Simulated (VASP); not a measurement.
# ZnO (P6_3mc) in VASP: further runs

Aim: see how the results for ZnO move with the level of theory and the settings. Levels: PBEsol, r2SCAN+rVV10, PBE+D3(BJ). Tasks: single point.

Program: VASP 6.6.1. These are calculated values, not measurements. Logs are shortened: lines on timing, memory, paths and dates and some standing lists are left out, and cuts for length are marked.

**Measured values to compare with.**

“Electronic structure of alkaline earth and post-transition metal oxides”, 2009, arxiv:0908.1581 quotes, for a bulk crystal of ZnO: band gap 3.37 eV.

The results are compared with them further down.

## Step 1: The cell of the first run

The structure is hexagonal, space group P6_3mc (No. 186). Conventional cell: a = 3.249 Å, b = 3.249 Å, c = 5.206 Å, α = 90.00°, β = 90.00°, γ = 120.00°. Within 2.6 Å of Zn (site symmetry 3m) lie 4 O at 1.97 to 1.98 Å. Within 2.6 Å of O (site symmetry 3m) lie 4 Zn at 1.97 to 1.98 Å.

## Step 2: Single point, PBEsol

INCAR

```
SYSTEM = ZnO
ALGO = Normal ; EDIFF = 1E-7
ENCUT = 520 ; GGA = PS
ISIF = 2 ; ISMEAR = 0
LASPH = .True. ; LCHARG = .True.
LELF = .True. ; LREAL = .False.
LVHAR = .True. ; LWAVE = .False.
NBANDS = 26 ; NELM = 80
PREC = Accurate ; SIGMA = 0.1
```

KPOINTS

```
k-points
0
Gamma
  9 9 5
  0 0 0
```

POSCAR

```
ZnO
1.0
    3.2493080000      0.0000000000      0.0000000000
   -1.6246540000      2.8139832727      0.0000000000
    0.0000000000      0.0000000000      5.2057090000
Zn O
2 2
Direct
    0.6666666667      0.3333333333      0.0000000000
    0.3333333333      0.6666666667      0.5000000000
    0.3333333333      0.6666666667      0.8790100000
    0.6666666667      0.3333333333      0.3790100000
```

Potentials or basis: VASP PAW PBE potentials, release 64 (Zn, O).

Started as:

```sh
> cat potpaw_PBE.64/Zn/POTCAR potpaw_PBE.64/O/POTCAR > POTCAR
> mpirun -np 1 vasp_std > vasp.out
```

OUTCAR:

```text
SYSTEM = ZnO
   EDIFF = 1E-7
   ENCUT = 520
   GGA = PS
   ISIF = 2
   ISMEAR = 0
   LASPH = .True.
   LREAL = .False.
   NELM = 80
   PREC = Accurate

 ion  position               nearest neighbor table
   1  0.667  0.333  0.000-   4 1.97   3 1.98   3 1.98   3 1.98
   2  0.333  0.667  0.500-   3 1.97   4 1.98   4 1.98   4 1.98
   3  0.333  0.667  0.879-   2 1.97   1 1.98   1 1.98   1 1.98
   4  0.667  0.333  0.379-   1 1.97   2 1.98   2 1.98   2 1.98

  LATTYP: Found a hexagonal cell.
 ALAT       =     3.2493080000
 C/A-ratio  =     1.6020977390

  Lattice vectors:

 A1 = (   3.2493080000,   0.0000000000,   0.0000000000)
 A2 = (  -1.6246540000,   2.8139832727,   0.0000000000)
 A3 = (   0.0000000000,   0.0000000000,   5.2057090000)

Analysis of symmetry for initial positions (statically):
=====================================================================
 Subroutine PRICEL returns:
 Original cell was already a primitive cell.

 Routine SETGRP: Setting up the symmetry group for a
 hexagonal supercell.

 Subroutine GETGRP returns: Found 12 space group operations
 (whereof  6 operations were pure point group operations)
 out of a pool of 24 trial point group operations.

The static configuration has the point symmetry C_3v.
 The point group associated with its full space group is C_6v.

Analysis of symmetry for dynamics (positions and initial velocities):
=====================================================================
 Subroutine PRICEL returns:
 Original cell was already a primitive cell.

 Routine SETGRP: Setting up the symmetry group for a
 hexagonal supercell.

 Subroutine GETGRP returns: Found 12 space group operations
 (whereof  6 operations were pure point group operations)
 out of a pool of 24 trial point group operations.

The dynamic configuration has the point symmetry C_3v.
 The point group associated with its full space group is C_6v.

 Subroutine INISYM returns: Found 12 space group operations
 (whereof  6 operations are pure point group operations),
 and found     1 'primitive' translations

----------------------------------------------------------------------------------------

                                     Primitive cell

  volume of cell :      47.5984

  direct lattice vectors                    reciprocal lattice vectors
     3.249308000  0.000000000  0.000000000     0.307757836  0.177684070  0.000000000
    -1.624654000  2.813983273  0.000000000     0.000000000  0.355368139  0.000000000
     0.000000000  0.000000000  5.205709000     0.000000000  0.000000000  0.192096792

  length of vectors
     3.249308000  3.249308000  5.205709000     0.355368139  0.355368139  0.192096792

  position of ions in fractional coordinates (direct lattice)
     0.666666667  0.333333333  0.000000000
     0.333333333  0.666666667  0.500000000
     0.333333333  0.666666667  0.879010000
     0.666666667  0.333333333  0.379010000

  ion indices of the primitive-cell ions
   primitive index   ion index
                 1           1
                 2           2
                 3           3
                 4           4

----------------------------------------------------------------------------------------

 KPOINTS: k-points

Automatic generation of k-mesh.
 Grid dimensions read from file:
 generate k-points for:    9    9    5

 Generating k-lattice:

  Cartesian coordinates                     Fractional coordinates (reciprocal lattice)
     0.034195315  0.019742674  0.000000000     0.111111111  0.000000000  0.000000000
     0.000000000  0.039485349  0.000000000     0.000000000  0.111111111  0.000000000
     0.000000000  0.000000000  0.038419358     0.000000000  0.000000000  0.200000000

  Length of vectors
     0.039485349  0.039485349  0.038419358

  Shift w.r.t. Gamma in fractional coordinates (k-lattice)
     0.000000000  0.000000000  0.000000000

 Subroutine IBZKPT returns following result:
 ===========================================

 Found     36 irreducible k-points:

 Following reciprocal coordinates:
            Coordinates               Weight
  0.000000  0.000000  0.000000      1.000000
  0.111111  0.000000  0.000000      6.000000
  0.222222  0.000000  0.000000      6.000000
  0.333333  0.000000  0.000000      6.000000
  0.444444  0.000000  0.000000      6.000000
  0.111111  0.111111  0.000000      6.000000
[... 16 lines left out ...]
  0.333333  0.222222  0.200000     24.000000
  0.333333  0.333333  0.200000      4.000000
 [... further k-points ...]
   k-points           NKPTS =     36   k-points in BZ     NKDIM =     36   number of bands    NBANDS=     26
   number of dos      NEDOS =    301   number of ions     NIONS =      4
   total plane-waves  NPLWV =  23040
   dimension x,y,z NGX =    24 NGY =   24 NGZ =   40
   dimension x,y,z NGXF=    48 NGYF=   48 NGZF=   80
   ions per type =               2   2
   NGX,Y,Z   is equivalent  to a cutoff of  12.28, 12.28, 12.77 a.u.
   NGXF,Y,Z  is equivalent  to a cutoff of  24.56, 24.56, 25.55 a.u.
 SYSTEM =  ZnO
   PREC   = accura    normal or accurate (medium, high low for compatibility)
   ISTART =      0    job   : 0-new  1-cont  2-samecut
   ICHARG =      2    charge: 1-file 2-atom 10-const
   ISPIN  =      1    spin polarized calculation?
   LNONCOLLINEAR =      F non collinear calculations
   LSORBIT =      F    spin-orbit coupling
   LASPH  =      T    aspherical Exc in radial PAW
   ENCUT  =  520.0 eV  38.22 Ry    6.18 a.u.   6.04  6.04  9.68*2*pi/ulx,y,z
   NELM   =     80;   NELMIN=  2; NELMDL= -5     # of ELM steps
   EDIFF  = 0.1E-06   stopping-criterion for ELM
   LREAL  =      F    real-space projection
   EDIFFG = 0.1E-05   stopping-criterion for IOM
   NSW    =      0    number of steps for IOM
   IBRION =     -1    ionic relax: 0-MD 1-quasi-New 2-CG
   NFREE  =      0    steps in history (QN), initial steepest desc. (CG)
   ISIF   =      2    stress and relaxation
   ISYM   =      2    0-nonsym 1-usesym 2-fastsym
   POTIM  = 0.5000    time-step for ionic-motion
   TEBEG  =    0.0;   TEEND  =   0.0 temperature during run
   PSTRESS=    0.0 pullay stress
   NELECT =      36.0000    total number of electrons
   NUPDOWN=      -1.0000    fix difference up-down
   EMIN   =  10.00;   EMAX   =-10.00  energy-range for DOS
   EFERMI =   0.00;   METHOD = LEGACY
   ISMEAR =     0;   SIGMA  =   0.10  broadening in eV -4-tet -1-fermi 0-gaus
   EFERMI_NEDOS =   21; number of points for ismear=-14 and -15
   IALGO  =     38    algorithm
   IMIX   =      4    mixing-type and parameters
     AMIX     =   0.40;   BMIX     =  1.00
     AMIX_MAG =   1.60;   BMIX_MAG =  1.00
  volume/ion in A,a.u.               =      11.90        80.30
  Fermi-wavevector in a.u.,A,eV,Ry     =   1.491574  2.818667 30.270160  2.224794
  Thomas-Fermi vector in A             =   2.604212
   LORBIT       =      0    0 simple, 1 ext, 2 COOP (PROOUT), +10 PAW based schemes
   GGA     = PS    functional components
   LHFCALC =     F    Hartree Fock is set to
   AEXX    =    0.0000 exact exchange contribution
   IVDW    =     0    specifies the selected vdW correction
   LEPSILON=     F    determine dielectric tensor
   LRPA    =     F    only Hartree local field effects (RPA)
 non-spin polarized calculation
 Gauss-broadening in eV      SIGMA  =   0.10
  energy-cutoff  :      520.00
  volume of cell :       47.60
 maximum number of plane-waves:      1308
   NGX = 13   NGY = 13   NGZ = 19

 number of electron      36.0000017 magnetization

 Free energy of the ion-electron system (eV)
  ---------------------------------------------------
  ext. energy  EPLUGINS =         0.00000000
  ---------------------------------------------------
  free energy    TOTEN  =       -19.41029757 eV

  energy without entropy =      -19.41029757  energy(sigma->0) =      -19.41029757

 E-fermi :   1.3938     XC(G=0): -11.1855

 val. band max:        1.0458567074   @ k =   0.0000   0.0000   0.0000
 cond. band min:       1.7317266983   @ k =   0.0000   0.0000   0.0000
 fundamental gap:      0.6858699910
 Fermi energy:         1.3937512200

 k-point     1 :       0.0000    0.0000    0.0000
  band No.  band energies     occupation
      1     -16.9922      2.00000
      2     -16.2406      2.00000
      3      -4.6594      2.00000
      4      -4.6594      2.00000
      5      -4.6590      2.00000
      6      -4.6198      2.00000
[... 18 lines left out ...]
     25      15.0521      0.00000
     26      15.0521      0.00000

 k-point     2 :       0.1111    0.0000    0.0000
  band No.  band energies     occupation
      1     -16.9235      2.00000
      2     -16.2109      2.00000
      3      -4.7441      2.00000
      4      -4.6208      2.00000
      5      -4.5793      2.00000
      6      -4.5612      2.00000
[... 18 lines left out ...]
     25      15.1923      0.00000
     26      15.1998      0.00000

 k-point     3 :       0.2222    0.0000    0.0000
  band No.  band energies     occupation
      1     -16.7397      2.00000
      2     -16.1398      2.00000
      3      -4.9028      2.00000
      4      -4.5700      2.00000
      5      -4.5308      2.00000
      6      -4.4379      2.00000
[... 18 lines left out ...]
     25      14.4008      0.00000
     26      15.1716      0.00000

 k-point     4 :       0.3333    0.0000    0.0000
  band No.  band energies     occupation
      1     -16.5057      2.00000
      2     -16.0746      2.00000
      3      -4.9925      2.00000
      4      -4.6272      2.00000
      5      -4.4497      2.00000
      6      -4.2663      2.00000
[... 18 lines left out ...]
     25      14.3110      0.00000
     26      14.9939      0.00000
[... 496 lines left out ...]
      1     -16.3578      2.00000
      2     -16.0857      2.00000
      3      -4.8524      2.00000
      4      -4.7598      2.00000
      5      -4.3737      2.00000
      6      -4.3489      2.00000
[... 18 lines left out ...]
     25      12.9468      0.00000
     26      16.1862      0.00000

 k-point    23 :       0.3333    0.2222    0.2000
  band No.  band energies     occupation
      1     -16.2109      2.00000
      2     -16.0769      2.00000
      3      -4.7737      2.00000
      4      -4.6086      2.00000
      5      -4.4245      2.00000
      6      -4.2155      2.00000
[... 18 lines left out ...]
     25      13.7458      0.00000
     26      15.2598      0.00000

 k-point    24 :       0.3333    0.3333    0.2000
  band No.  band energies     occupation
      1     -16.1175      2.00000
      2     -16.1175      2.00000
      3      -4.6768      2.00000
      4      -4.4764      2.00000
      5      -4.4764      2.00000
      6      -4.1162      2.00000
[... 18 lines left out ...]
     25      14.4016      0.00000
     26      15.5260      0.00000

 [... further k-points ...]

------------------------ aborting loop because EDIFF is reached ----------------------------------------

  FORCE on cell =-STRESS in cart. coord.  units (eV):
  Direction    XX          YY          ZZ          XY          YZ          ZX
  --------------------------------------------------------------------------------------
  -------------------------------------------------------------------------------------
  Total       -0.3161526     -0.3161526      0.1956503      0.0000000      0.0000000      0.0000000
  in kB      -10.6417977    -10.6417977      6.5856541      0.0000000      0.0000000      0.0000000
  external PRESSURE =      -4.8993138 kB  Pullay stress =       0.0000000 kB

 VOLUME and BASIS-vectors are now :
 -----------------------------------------------------------------------------
  energy-cutoff  :      520.00
  volume of cell :       47.60
      direct lattice vectors                 reciprocal lattice vectors
     3.249308000  0.000000000  0.000000000     0.307757836  0.177684070  0.000000000
    -1.624654000  2.813983273  0.000000000     0.000000000  0.355368139  0.000000000
     0.000000000  0.000000000  5.205709000     0.000000000  0.000000000  0.192096792

 POSITION                                       TOTAL-FORCE (eV/Angst)
 -----------------------------------------------------------------------------------
      1.62465      0.93799      0.00000        -0.000000      0.000000     -0.065354
     -0.00000      1.87599      2.60285         0.000000     -0.000000     -0.065354
     -0.00000      1.87599      4.57587         0.000000     -0.000000      0.065354
      1.62465      0.93799      1.97302        -0.000000      0.000000      0.065354
 -----------------------------------------------------------------------------------
    total drift:                               -0.000000     -0.000000     -0.000657

  FREE ENERGIE OF THE ION-ELECTRON SYSTEM (eV)
  ---------------------------------------------------
  free  energy   TOTEN  =       -19.4102975748 eV

  energy  without entropy=      -19.4102975717  energy(sigma->0) =      -19.41029757
```

Wall time 77 s (1 thread of AMD EPYC 7R13, shared host); peak memory 0.15 GiB.

What came out:

| Quantity | Value |
| --- | --- |
| Free energy | -19.4103 eV |
| Pressure | -0.5 GPa |
| Largest force | 0.065 eV/Å |
| Band gap on the k mesh | 0.69 eV |

Forces on the atoms (eV/Å):
```
Zn   0.000  0.000 -0.065
Zn   0.000  0.000 -0.065
O    0.000  0.000  0.065
O    0.000  0.000  0.065
```

Caveat: the PAW data sets were made with another functional, which shifts forces and pressure a little.

## Step 3: Single point, r2SCAN+rVV10

POSCAR is that of step 2.

INCAR.step1

```
PREC = Accurate
ENCUT = 520
ISMEAR = 0
SIGMA = 0.1
LREAL = False
LASPH = True
NELM = 80
NBANDS = 26
GGA = PE
ALGO = Normal
EDIFF = 1E-4
LWAVE = True
LCHARG = False
```

INCAR.step2

```
PREC = Accurate
ENCUT = 520
EDIFF = 1E-7
ISMEAR = 0
SIGMA = 0.1
LREAL = False
LASPH = True
NELM = 80
ALGO = Normal
ISIF = 2
LWAVE = False
LCHARG = True
METAGGA = R2SCAN
LMIXTAU = True
LUSE_VDW = True
IVDW_NL = 2
BPARAM = 11.95
CPARAM = 0.0093
LELF = True
LVHAR = True
NBANDS = 26
ISTART = 1
```

KPOINTS

```
Automatic mesh
0
Gamma
  9 9 5
```

Potentials or basis: VASP PAW PBE potentials, release 64 (Zn, O).

Started as:

```sh
> cat potpaw_PBE.64/Zn/POTCAR potpaw_PBE.64/O/POTCAR > POTCAR
> cp INCAR.step1 INCAR
> mpirun -np 1 vasp_std > vasp.out
> cp INCAR.step2 INCAR
> mpirun -np 1 vasp_std > vasp.out
```

It took 5.5 min on 1 thread of AMD EPYC 7R13, shared host; peak memory 0.26 GiB.

It converged, with:

```
Free energy            : -35.2471 eV
Pressure               : -1.4 GPa
Largest force          : 0.086 eV/Å
Band gap on the k mesh : 1.17 eV
```

Forces in eV/Å, atoms in the order of the input:
```
Zn   0.000  0.000 -0.086
Zn   0.000  0.000 -0.086
O    0.000  0.000  0.086
O    0.000  0.000  0.086
```

Stress tensor (GPa, compression positive):
```
-1.99  0.00  0.00
 0.00 -1.99  0.00
 0.00  0.00 -0.23
```

Levels at points of the mesh, in eV from the valence-band top:
```tsv
k point	band 15	band 16	band 17	band 18	band 19	band 20	band 21	band 22
(0.00, 0.00, 0.00)	-0.83	-0.08	0.00	0.00	1.17	5.79	8.80	13.61
```

Caveat: the PAW data sets were made with another functional, which shifts forces and pressure a little.

## Step 4: Single point, PBE+D3(BJ)

This run uses another cell than the first one, of 11.19 Å³/atom.

INCAR

```
SYSTEM = ZnO
PREC = Accurate
ENCUT = 520
EDIFF = 1E-6
ISMEAR = -1
SIGMA = 0.05
LREAL = .FALSE.
LASPH = .TRUE.
NELM = 100
ALGO = Normal
ISIF = 2
LWAVE = .FALSE.
LCHARG = .FALSE.
GGA = PE
IVDW = 12
NBANDS = 26
```

KPOINTS

```
regular mesh
0
G
  9 9 5
  0 0 0
```

POSCAR

```
ZnO
1.0
    3.1829769797      0.0000000000      0.0000000000
   -1.5914884899      2.7565389241      0.0000000000
    0.0000000000      0.0000000000      5.0994402224
Zn O
2 2
Direct
    0.6666666667      0.3333333333      0.0000000000
    0.3333333333      0.6666666667      0.5000000000
    0.3333333333      0.6666666667      0.8790100000
    0.6666666667      0.3333333333      0.3790100000
```

Started as:

```sh
> cat potpaw_PBE.64/Zn/POTCAR potpaw_PBE.64/O/POTCAR > POTCAR
> mpirun -np 1 vasp_std > vasp.out
```

Run time: 30 s. Hardware: 1 thread of Intel Xeon Platinum 8488C (Sapphire Rapids), shared host; peak memory 0.18 GiB.

It converged, with:

```yaml
Free_energy: -18.5758 eV
Pressure: 13.5 GPa
Largest_force: 0.096 eV/Å
Band_gap_on_the_k_mesh: 0.88 eV
Dispersion_energy_per_atom: -0.239 eV
```

Forces on the atoms (eV/Å):
```
Zn   0.000  0.000 -0.096
Zn   0.000  0.000 -0.096
O    0.000  0.000  0.096
O    0.000  0.000  0.096
```

Stress tensor (GPa, compression positive):
```
12.76  0.00  0.00
 0.00 12.76  0.00
 0.00  0.00 14.91
```

Levels at points of the mesh, in eV from the valence-band top:
| k point | band 16 | band 17 | band 18 | band 19 | band 20 | band 21 |
| --- | --- | --- | --- | --- | --- | --- |
| (0.00, 0.00, 0.00) | -0.09 | 0.00 | 0.00 | 0.88 | 5.44 | 8.47 |

Caveat: the cell stands under pressure.

## Step 5: Single point, PBE+D3(BJ)

This run uses another cell than the first one, of 11.42 Å³/atom.

INCAR

```
  PREC = Accurate
  ENCUT = 520
  EDIFF = 1E-7
  ISMEAR = -1
  SIGMA = 0.05
  LREAL = False
  LASPH = True
  NELM = 80
  ALGO = Normal
  ISIF = 2
  LWAVE = False
  LCHARG = False
  GGA = PE
  IVDW = 12
  NBANDS = 26
```

KPOINTS

```
Automatic mesh
0
Gamma
  9 9 5
```

POSCAR

```
ZnO
1.0
    3.2053930491      0.0000000000      0.0000000000
   -1.6026965246      2.7759518096      0.0000000000
    0.0000000000      0.0000000000      5.1353529565
Zn O
2 2
Direct
    0.6666666667      0.3333333333      0.0000000000
    0.3333333333      0.6666666667      0.5000000000
    0.3333333333      0.6666666667      0.8790100000
    0.6666666667      0.3333333333      0.3790100000
```

Started as:

```sh
> cat potpaw_PBE.64/Zn/POTCAR potpaw_PBE.64/O/POTCAR > POTCAR
> mpirun -np 1 vasp_std > vasp.out
```

It took 27 s on 1 thread of Intel Xeon Platinum 8488C (Sapphire Rapids), shared host; peak memory 0.19 GiB.

The run converged. Its results:

```
Free energy                : -18.6448 eV
Pressure                   : 9.5 GPa
Largest force              : 0.088 eV/Å
Band gap on the k mesh     : 0.85 eV
Dispersion energy per atom : -0.234 eV
```

Forces in eV/Å, atoms in the order of the input:
```
Zn   0.000  0.000 -0.088
Zn   0.000  0.000 -0.088
O    0.000  0.000  0.088
O    0.000  0.000  0.088
```

Stress tensor (GPa, compression positive):
```
 8.86  0.00  0.00
 0.00  8.86  0.00
 0.00  0.00 10.89
```

Levels at points of the mesh, in eV from the valence-band top:
```csv
k point,band 15,band 16,band 17,band 18,band 19,band 20,band 21,band 22
"(0.00, 0.00, 0.00)",-0.86,-0.08,0.00,0.00,0.85,5.36,8.40,13.06
```

Caveat: the cell stands under pressure. PBE gaps usually lie below the measured ones, often by a third to a half.

(Part 1 of 2 ends here.)
